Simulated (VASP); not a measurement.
# K (P4/mmm) in VASP: a series of runs, part 2 of 2

VASP 6.6.1. The steps go on from the part before.

## (3) Single point, PBE

This run uses another cell than the first one, of the same volume but with other edges.

INCAR reads:

```
  PREC = Accurate
  ENCUT = 520
  EDIFF = 1E-6
  ISMEAR = 0
  SIGMA = 0.15
  LREAL = F
  LASPH = T
  NELM = 80
  ALGO = Fast
  ISIF = 2
  LWAVE = F
  LCHARG = F
  GGA = PE
  NBANDS = 10
```

KPOINTS reads:

```
regular mesh
0
Gamma
  12 12 12
```

POSCAR reads:

```
K
1.0
    4.9760389059      0.0000000000      0.0000000000
    0.0000000000      4.9760389059      0.0000000000
    0.0000000000      0.0000000000      3.2344252888
K
1
Direct
    0.0000000000      0.0000000000      0.0000000000
```

Potentials or basis: VASP PAW PBE potentials, release 64 (K_sv).

The run is started by

```bash
cat potpaw_PBE.64/K_sv/POTCAR > POTCAR
mpirun -np 1 vasp_std > vasp.out
```

OUTCAR:

```text
PREC = Accurate
   ENCUT = 520
   EDIFF = 1E-6
   ISMEAR = 0
   LREAL = F
   LASPH = T
   NELM = 80
   ISIF = 2
   GGA = PE

 ion  position               nearest neighbor table
   1  0.000  0.000  0.000-

  LATTYP: Found a simple tetragonal cell.
 ALAT       =     4.9760389059
 C/A-ratio  =     0.6500000000

  Lattice vectors:

 A1 = (   4.9760389059,   0.0000000000,   0.0000000000)
 A2 = (   0.0000000000,   4.9760389059,   0.0000000000)
 A3 = (   0.0000000000,   0.0000000000,   3.2344252888)

Analysis of symmetry for initial positions (statically):
=====================================================================
 Subroutine PRICEL returns:
 Original cell was already a primitive cell.

 Routine SETGRP: Setting up the symmetry group for a
 simple tetragonal supercell.

 Subroutine GETGRP returns: Found 16 space group operations
 (whereof 16 operations were pure point group operations)
 out of a pool of 16 trial point group operations.

The static configuration has the point symmetry D_4h.

Analysis of symmetry for dynamics (positions and initial velocities):
=====================================================================
 Subroutine PRICEL returns:
 Original cell was already a primitive cell.

 Routine SETGRP: Setting up the symmetry group for a
 simple tetragonal supercell.

 Subroutine GETGRP returns: Found 16 space group operations
 (whereof 16 operations were pure point group operations)
 out of a pool of 16 trial point group operations.

The dynamic configuration has the point symmetry D_4h.

 Subroutine INISYM returns: Found 16 space group operations
 (whereof 16 operations are pure point group operations),
 and found     1 'primitive' translations

----------------------------------------------------------------------------------------

                                     Primitive cell

  volume of cell :      80.0875

  direct lattice vectors                    reciprocal lattice vectors
[... 110 lines left out ...]
   GGA     = PE    functional components
   LHFCALC =     F    Hartree Fock is set to
   AEXX    =    0.0000 exact exchange contribution
   IVDW    =     0    specifies the selected vdW correction
   LEPSILON=     F    determine dielectric tensor
   LRPA    =     F    only Hartree local field effects (RPA)
 non-spin polarized calculation
 RMM-DIIS sequential band-by-band and
 Gauss-broadening in eV      SIGMA  =   0.15
  energy-cutoff  :      520.00
  volume of cell :       80.09
 maximum number of plane-waves:      2184
 NGX is ok and might be reduce to    40

 number of electron       9.0000000 magnetization

 Free energy of the ion-electron system (eV)
  ---------------------------------------------------
  ext. energy  EPLUGINS =         0.00000000
  ---------------------------------------------------
  free energy    TOTEN  =        -0.61582631 eV

  energy without entropy =       -0.60689199  energy(sigma->0) =       -0.61135915

 E-fermi :  -0.2107     XC(G=0):  -5.4035

 val. band max:       -0.2201683773   @ k =   0.3333   0.2500   0.2500
 cond. band min:      -0.1932554847   @ k =   0.5000   0.1667   0.1667
 fundamental gap:      0.0269128926
 Fermi energy:        -0.2106681469

 k-point     1 :       0.0000    0.0000    0.0000
  band No.  band energies     occupation
      1     -33.0730      2.00000
      2     -16.4867      2.00000
      3     -16.4867      2.00000
      4     -16.1901      2.00000
      5      -2.2783      2.00000
      6       1.7112      0.00000
      7       2.2290      0.00000
      8       4.0326      0.00000
      9       4.0326      0.00000
     10       4.4326      0.00000
[... 287 lines left out ...]
 k-point    24 :       0.4167    0.3333    0.0000
  band No.  band energies     occupation
      1     -33.0720      2.00000
      2     -16.5044      2.00000
      3     -16.5004      2.00000
      4     -16.1892      2.00000
      5      -0.4642      1.98319
      6       0.4759      0.00000
      7       1.2776      0.00000
      8       1.9586      0.00000
      9       4.3526      0.00000
     10       5.0326      0.00000

 [... further k-points ...]

------------------------ aborting loop because EDIFF is reached ----------------------------------------

  FORCE on cell =-STRESS in cart. coord.  units (eV):
  Direction    XX          YY          ZZ          XY          YZ          ZX
  --------------------------------------------------------------------------------------
  -------------------------------------------------------------------------------------
  Total       -0.4724907     -0.4724907      2.1009301      0.0000000      0.0000000      0.0000000
  in kB       -9.4523364     -9.4523364     42.0298201      0.0000000      0.0000000      0.0000000
  external PRESSURE =       7.7083824 kB  Pullay stress =       0.0000000 kB

 VOLUME and BASIS-vectors are now :
 -----------------------------------------------------------------------------
  energy-cutoff  :      520.00
  volume of cell :       80.09
      direct lattice vectors                 reciprocal lattice vectors
     4.976038906  0.000000000  0.000000000     0.200963059  0.000000000  0.000000000
     0.000000000  4.976038906  0.000000000     0.000000000  0.200963059  0.000000000
     0.000000000  0.000000000  3.234425289     0.000000000  0.000000000  0.309173937

 POSITION                                       TOTAL-FORCE (eV/Angst)
 -----------------------------------------------------------------------------------
      0.00000      0.00000      0.00000         0.000000      0.000000      0.000000
 -----------------------------------------------------------------------------------
    total drift:                               -0.000000     -0.000000      0.000000

  FREE ENERGIE OF THE ION-ELECTRON SYSTEM (eV)
  ---------------------------------------------------
  free  energy   TOTEN  =        -0.6158263098 eV

  energy  without entropy=       -0.6068919866  energy(sigma->0) =       -0.61135915
```

Wall time 52 s (1 thread of Intel Xeon 6975P-C (Granite Rapids), shared host); peak memory 0.28 GiB.

Results:

* Free energy: -0.6158 eV
* Pressure: 0.8 GPa

## (4) Single point, PBE

This run uses another cell than the first one, of the same volume but with other edges.

INCAR reads:

```
  PREC = Accurate
  ENCUT = 520
  EDIFF = 1E-7
  ISMEAR = 0
  SIGMA = 0.15
  LREAL = F
  LASPH = T
  NELM = 100
  ALGO = Fast
  ISIF = 2
  LWAVE = F
  LCHARG = T
  GGA = PE
  LELF = T
  LVHAR = T
  NBANDS = 10
```

KPOINTS is that of step 3.

POSCAR reads:

```
K
1.0
    3.7655157329      0.0000000000      0.0000000000
    0.0000000000      3.7655157329      0.0000000000
    0.0000000000      0.0000000000      5.6482735993
K
1
Direct
    0.0000000000      0.0000000000      0.0000000000
```

The run is started by

```bash
cat potpaw_PBE.64/K_sv/POTCAR > POTCAR
mpirun -np 1 vasp_std > vasp.out
```

It took 65 s on 1 thread of Intel Xeon 6975P-C (Granite Rapids), shared host; peak memory 0.28 GiB.

Results (log left out):

```yaml
Free_energy: -0.7485 eV
Pressure: 0.8 GPa
```

Stress tensor (GPa, compression positive):
```
 1.73  0.00  0.00
 0.00  1.73  0.00
 0.00  0.00 -0.96
```

Levels at points of the mesh, in eV from the Fermi level:
| k point | band 1 | band 2 | band 3 | band 4 | band 5 | band 6 | band 7 | band 8 | band 9 |
| --- | --- | --- | --- | --- | --- | --- | --- | --- | --- |
| (0.00, 0.00, 0.00) | -32.53 | -15.99 | -15.89 | -15.89 | -2.11 | 1.75 | 2.81 | 2.99 | 6.02 |
| (0.50, 0.00, 0.00) | -32.51 | -16.17 | -15.96 | -15.87 | 0.65 | 0.67 | 2.65 | 3.35 | 5.14 |
| (0.50, 0.50, 0.00) | -32.48 | -16.13 | -16.13 | -15.93 | 1.03 | 3.45 | 3.49 | 3.49 | 3.79 |
| (0.00, 0.00, 0.50) | -32.53 | -15.99 | -15.89 | -15.89 | -1.29 | -0.33 | 3.05 | 4.26 | 5.77 |
| (0.50, 0.00, 0.50) | -32.51 | -16.17 | -15.96 | -15.87 | 1.19 | 1.49 | 1.53 | 2.34 | 4.89 |
| (0.50, 0.50, 0.50) | -32.48 | -16.13 | -16.13 | -15.93 | 1.26 | 2.89 | 2.89 | 4.52 | 4.52 |

## (5) The runs side by side

```tsv
cell	further INCAR settings	gap on the mesh (eV)	pressure (GPa)
a = 4.176, b = 4.176, c = 4.593 Å, 1 atom	ALGO = Fast; EDIFF = 1e-07; NBANDS = 10	none	0.0
a = 4.976, b = 4.976, c = 3.234 Å, 1 atom	ALGO = Fast; EDIFF = 1e-06; NBANDS = 10	none	0.8
a = 3.766, b = 3.766, c = 5.648 Å, 1 atom	ALGO = Fast; EDIFF = 1e-07; NBANDS = 10	none	0.8
```

Alike in all rows: task single point; level PBE; potentials or basis VASP PAW PBE potentials, release 64 (K_sv); no spin polarisation; k mesh 12 × 12 × 12; cutoff (eV) 520; smearing gaussian 0.15 eV.

Total energies depend on the potentials used, so only differences within one code and one set of settings carry meaning.
